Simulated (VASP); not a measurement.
# W (Pm-3m) in VASP: a series of runs

The runs below take W through single point, with PBEsol.

Everything below comes from runs of VASP 6.6.1. Logs are shortened: lines on timing, memory, paths and dates and some standing lists are left out, and cuts for length are marked.

### Step 1. The cell of the first run

It takes space group Pm-3m (No. 221, cubic). Conventional cell: a = 2.260 Å, b = 2.260 Å, c = 2.260 Å, α = 90.00°, β = 90.00°, γ = 90.00°. Within 3.0 Å of W (site symmetry m-3m) lie 6 W at 2.26 Å.

### Step 2. Single point, PBEsol (volume scaled by 0.65)

Input file INCAR:

```
  PREC = Accurate
  ENCUT = 520
  EDIFF = 1E-6
  ISMEAR = -1
  SIGMA = 0.1
  LREAL = F
  LASPH = T
  NELM = 60
  ALGO = Normal
  ISIF = 2
  LWAVE = F
  LCHARG = F
  GGA = PS
  NBANDS = 13
```

Input file KPOINTS:

```
Automatic mesh
0
Gamma
  16 16 16
```

Input file POSCAR:

```
W
1.0
    2.2604589503      0.0000000000      0.0000000000
    0.0000000000      2.2604589503      0.0000000000
    0.0000000000      0.0000000000      2.2604589503
W
1
Direct
    0.0000000000      0.0000000000      0.0000000000
```

Potentials or basis: VASP PAW PBE potentials, release 64 (W_sv).

The run is started by

```
> cat potpaw_PBE.64/W_sv/POTCAR > POTCAR
> mpirun -np 1 vasp_std > vasp.out
```

OUTCAR:

```text
PREC = Accurate
   ENCUT = 520
   EDIFF = 1E-6
   ISMEAR = -1
   LREAL = F
   LASPH = T
   NELM = 60
   ISIF = 2
   GGA = PS

 ion  position               nearest neighbor table
   1  0.000  0.000  0.000-

  LATTYP: Found a simple cubic cell.
 ALAT       =     2.2604589503

  Lattice vectors:

 A1 = (   2.2604589503,   0.0000000000,   0.0000000000)
 A2 = (   0.0000000000,   2.2604589503,   0.0000000000)
 A3 = (   0.0000000000,   0.0000000000,   2.2604589503)

Analysis of symmetry for initial positions (statically):
=====================================================================
 Subroutine PRICEL returns:
 Original cell was already a primitive cell.

 Routine SETGRP: Setting up the symmetry group for a
 simple cubic supercell.

 Subroutine GETGRP returns: Found 48 space group operations
 (whereof 48 operations were pure point group operations)
 out of a pool of 48 trial point group operations.

The static configuration has the point symmetry O_h .

Analysis of symmetry for dynamics (positions and initial velocities):
=====================================================================
 Subroutine PRICEL returns:
 Original cell was already a primitive cell.

 Routine SETGRP: Setting up the symmetry group for a
 simple cubic supercell.

 Subroutine GETGRP returns: Found 48 space group operations
 (whereof 48 operations were pure point group operations)
 out of a pool of 48 trial point group operations.

The dynamic configuration has the point symmetry O_h .

 Subroutine INISYM returns: Found 48 space group operations
 (whereof 48 operations are pure point group operations),
 and found     1 'primitive' translations

----------------------------------------------------------------------------------------

                                     Primitive cell

  volume of cell :      11.5502

  direct lattice vectors                    reciprocal lattice vectors
     2.260458950  0.000000000  0.000000000     0.442388038  0.000000000  0.000000000
     0.000000000  2.260458950  0.000000000     0.000000000  0.442388038  0.000000000
     0.000000000  0.000000000  2.260458950     0.000000000  0.000000000  0.442388038

  length of vectors
     2.260458950  2.260458950  2.260458950     0.442388038  0.442388038  0.442388038

  position of ions in fractional coordinates (direct lattice)
     0.000000000  0.000000000  0.000000000

  ion indices of the primitive-cell ions
   primitive index   ion index
                 1           1

----------------------------------------------------------------------------------------
[... 80 lines left out ...]
   PSTRESS=    0.0 pullay stress
   NELECT =      14.0000    total number of electrons
   NUPDOWN=      -1.0000    fix difference up-down
   EMIN   =  10.00;   EMAX   =-10.00  energy-range for DOS
   EFERMI =   0.00;   METHOD = LEGACY
   ISMEAR =    -1;   SIGMA  =   0.10  broadening in eV -4-tet -1-fermi 0-gaus
   EFERMI_NEDOS =   21; number of points for ismear=-14 and -15
   IALGO  =     38    algorithm
   IMIX   =      4    mixing-type and parameters
     AMIX     =   0.40;   BMIX     =  1.00
     AMIX_MAG =   1.60;   BMIX_MAG =  1.00
  volume/ion in A,a.u.               =      11.55        77.94
  Fermi-wavevector in a.u.,A,eV,Ry     =   1.745504  3.298525 41.454023  3.046785
  Thomas-Fermi vector in A             =   2.817178
   LORBIT       =      0    0 simple, 1 ext, 2 COOP (PROOUT), +10 PAW based schemes
   GGA     = PS    functional components
   LHFCALC =     F    Hartree Fock is set to
   AEXX    =    0.0000 exact exchange contribution
   IVDW    =     0    specifies the selected vdW correction
   LEPSILON=     F    determine dielectric tensor
   LRPA    =     F    only Hartree local field effects (RPA)
 non-spin polarized calculation
  energy-cutoff  :      520.00
  volume of cell :       11.55
 maximum number of plane-waves:       320
 NGX is ok and might be reduce to    18
   NGX =  9   NGY =  9   NGZ =  9

 number of electron      13.9999995 magnetization

 Free energy of the ion-electron system (eV)
  ---------------------------------------------------
  ext. energy  EPLUGINS =         0.00000000
  ---------------------------------------------------
  free energy    TOTEN  =        -8.93273572 eV

  energy without entropy =       -8.90217639  energy(sigma->0) =       -8.91745606

 E-fermi :  16.3959     XC(G=0): -15.4998

 val. band max:       16.3928233707   @ k =   0.4375   0.3750   0.1875
 cond. band min:      16.3992032596   @ k =   0.3750   0.3125   0.1875
 fundamental gap:      0.0063798889
 Fermi energy:        16.3959148735

 k-point     1 :       0.0000    0.0000    0.0000
  band No.  band energies     occupation
      1     -58.1374      2.00000
      2     -20.2895      2.00000
      3     -20.2895      2.00000
      4     -20.2895      2.00000
      5       5.5812      2.00000
      6       8.7324      2.00000
      7       8.7324      2.00000
      8      24.8193      0.00000
      9      24.8193      0.00000
     10      24.8193      0.00000
     11      35.7648      0.00000
     12      35.7648      0.00000
     13      35.7648      0.00000
[... 354 lines left out ...]
  band No.  band energies     occupation
      1     -57.5060      2.00000
      2     -24.7596      2.00000
      3     -20.5562      2.00000
      4     -19.7478      2.00000
      5      10.5562      2.00000
      6      12.1083      2.00000
      7      12.8464      2.00000
      8      17.5053      0.00003
      9      19.9800      0.00000
     10      24.2875      0.00000
     11      32.6535      0.00000
     12      32.8483      0.00000
     13      40.5661      0.00000

 [... further k-points ...]

------------------------ aborting loop because EDIFF is reached ----------------------------------------

  FORCE on cell =-STRESS in cart. coord.  units (eV):
  Direction    XX          YY          ZZ          XY          YZ          ZX
  --------------------------------------------------------------------------------------
  -------------------------------------------------------------------------------------
  Total       18.0282110     18.0282110     18.0282110      0.0000000      0.0000000      0.0000000
  in kB     2500.7676448   2500.7676448   2500.7676448      0.0000000      0.0000000      0.0000000
  external PRESSURE =    2500.7676448 kB  Pullay stress =       0.0000000 kB

 VOLUME and BASIS-vectors are now :
 -----------------------------------------------------------------------------
  energy-cutoff  :      520.00
  volume of cell :       11.55
      direct lattice vectors                 reciprocal lattice vectors
     2.260458950  0.000000000  0.000000000     0.442388038  0.000000000  0.000000000
     0.000000000  2.260458950  0.000000000     0.000000000  0.442388038  0.000000000
     0.000000000  0.000000000  2.260458950     0.000000000  0.000000000  0.442388038

 POSITION                                       TOTAL-FORCE (eV/Angst)
 -----------------------------------------------------------------------------------
      0.00000      0.00000      0.00000         0.000000      0.000000      0.000000
 -----------------------------------------------------------------------------------
    total drift:                                0.000000      0.000000      0.000000

  FREE ENERGIE OF THE ION-ELECTRON SYSTEM (eV)
  ---------------------------------------------------
  free  energy   TOTEN  =        -8.9327357207 eV

  energy  without entropy=       -8.9021763903  energy(sigma->0) =       -8.91745606
```

stdout:

```text
POSCAR found type information on POSCAR W
 POSCAR found :  1 types and       1 ions
 scaLAPACK will be used
 -----------------------------------------------------------------------------
|                                                                             |
|                                                                             |
|     You enforced a specific xc type in the INCAR file but a different       |
|     I HOPE YOU KNOW WHAT YOU ARE DOING!                                     |
|                                                                             |
 -----------------------------------------------------------------------------

 LDA part: xc-table for (Slater+PW92), standard interpolation
 POSCAR, INCAR and KPOINTS ok, starting setup
 FFT: planning ... GRIDC
 FFT: planning ... GRID_SOFT
 FFT: planning ... GRID
 WAVECAR not read
 entering main loop
```

It took 6.9 s on 1 thread of Intel Xeon 6975P-C (Granite Rapids), shared host; peak memory 0.13 GiB.

Results:

- Free energy: -8.9327 eV
- Pressure: 250.1 GPa
- Band gap on the k mesh: zero (band 7 reaches 19.19 eV, above the bottom of band 8 at 14.65 eV)

Caveat: the PAW data sets were made with another functional, which shifts forces and pressure a little; spin-orbit coupling is left out, which moves the levels of the heavy elements.

### Step 3. Single point, PBEsol (volume scaled by 0.65)

Input file INCAR:

```
SYSTEM = W
ALGO = Normal ; EDIFF = 1E-6
ENCUT = 520 ; GGA = PS
ISIF = 2 ; ISMEAR = -1
LASPH = .TRUE. ; LCHARG = .TRUE.
LELF = .TRUE. ; LREAL = .FALSE.
LVHAR = .TRUE. ; LWAVE = .FALSE.
NBANDS = 13 ; NELM = 60
PREC = Accurate ; SIGMA = 0.1
```

Input file KPOINTS:

```
k-points
0
G
  16 16 16
  0 0 0
```

POSCAR is that of step 2.

Potentials or basis: VASP PAW PBE potentials, release 64 (W_sv).

The run is started by

```
> cat potpaw_PBE.64/W_sv/POTCAR > POTCAR
> mpirun -np 1 vasp_std > vasp.out
```

Wall time 7.2 s (1 thread of Intel Xeon 6975P-C (Granite Rapids), shared host); peak memory 0.13 GiB.

It converged, with:

| Property | Result |
| --- | --- |
| Free energy | -8.9327 eV |
| Pressure | 250.1 GPa |
| Band gap on the k mesh | zero (band 7 reaches 19.19 eV, above the bottom of band 8 at 14.65 eV) |

Levels at points of the mesh, in eV from the Fermi level:
| k point | band 4 | band 5 | band 6 | band 7 | band 8 | band 9 | band 10 | band 11 |
| --- | --- | --- | --- | --- | --- | --- | --- | --- |
| (0.00, 0.00, 0.00) | -36.69 | -10.81 | -7.66 | -7.66 | 8.42 | 8.42 | 8.42 | 19.37 |
| (0.50, 0.00, 0.00) | -36.21 | -6.29 | -5.90 | -0.12 | 0.90 | 0.90 | 9.33 | 14.59 |
| (0.50, 0.50, 0.00) | -35.76 | -10.38 | -3.93 | 2.49 | 2.49 | 8.03 | 8.03 | 13.62 |
| (0.50, 0.50, 0.50) | -39.83 | -7.55 | -7.55 | -7.55 | 5.65 | 14.28 | 14.28 | 20.66 |

Caveat: the PAW data sets were made with another functional, which shifts forces and pressure a little; spin-orbit coupling is left out, which moves the levels of the heavy elements.

### Step 4. Single point, PBEsol (volume scaled by 0.75)

Input file INCAR:

```
PREC = Accurate
ENCUT = 520
EDIFF = 1E-7
ISMEAR = -1
SIGMA = 0.1
LREAL = False
LASPH = True
NELM = 60
ALGO = Normal
ISIF = 2
LWAVE = False
LCHARG = False
GGA = PS
NBANDS = 13
```

Input file KPOINTS:

```
regular mesh
0
Gamma
  16 16 16
```

Input file POSCAR:

```
W
1.0
    2.3708964895      0.0000000000      0.0000000000
    0.0000000000      2.3708964895      0.0000000000
    0.0000000000      0.0000000000      2.3708964895
W
1
Direct
    0.0000000000      0.0000000000      0.0000000000
```

The run is started by

```
> cat potpaw_PBE.64/W_sv/POTCAR > POTCAR
> mpirun -np 1 vasp_std > vasp.out
```

It took 7.4 s on 1 thread of Intel Xeon 6975P-C (Granite Rapids), shared host; peak memory 0.14 GiB.

It converged, with:

```
Free energy            : -10.9496 eV
Pressure               : 126.0 GPa
Band gap on the k mesh : zero (band 7 reaches 16.39 eV, above the bottom of band 8 at 12.24 eV)
```

Levels at points of the mesh, in eV from the Fermi level:
| k point | band 3 | band 4 | band 5 | band 6 | band 7 | band 8 | band 9 | band 10 | band 11 | band 12 |
| --- | --- | --- | --- | --- | --- | --- | --- | --- | --- | --- |
| (0.00, 0.00, 0.00) | -36.85 | -36.85 | -10.07 | -6.29 | -6.29 | 7.22 | 7.22 | 7.22 | 17.84 | 17.84 |
| (0.50, 0.00, 0.00) | -36.54 | -36.54 | -5.85 | -4.82 | -0.32 | 1.11 | 1.11 | 7.93 | 14.04 | 14.57 |
| (0.50, 0.50, 0.00) | -39.53 | -36.24 | -8.46 | -3.48 | 2.38 | 2.38 | 6.95 | 6.95 | 11.48 | 18.27 |
| (0.50, 0.50, 0.50) | -39.08 | -39.08 | -6.05 | -6.05 | -6.05 | 6.48 | 11.98 | 11.98 | 17.25 | 17.25 |

Caveat: the PAW data sets were made with another functional, which shifts forces and pressure a little; spin-orbit coupling is left out, which moves the levels of the heavy elements.
